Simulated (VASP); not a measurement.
A run of VASP 6.6.1 is set up as follows.

INCAR

```
PREC = Accurate
ENCUT = 520
EDIFF = 1E-6
ISMEAR = -1
SIGMA = 0.05
LREAL = False
LASPH = True
NELM = 60
ALGO = Normal
ISIF = 2
LWAVE = False
LCHARG = True
LELF = True
LVHAR = True
NBANDS = 12
```

The input KPOINTS:

```
regular mesh
0
Gamma
  14 14 14
```

File POSCAR:

```
La
1.0
   -2.0232136209      2.0232136209      2.0232136209
    2.0232136209     -2.0232136209      2.0232136209
    2.0232136209      2.0232136209     -2.0232136209
La
1
Direct
    0.0000000000      0.0000000000      0.0000000000
```

Potentials or basis: VASP PAW LDA potentials, release 64 (La).

Launch:

```bash
$ cat potpaw_LDA.64/La/POTCAR > POTCAR
$ mpirun -np 1 vasp_std > vasp.out
```

Task: What does it give for the pressure?

Result: -0.1 GPa.
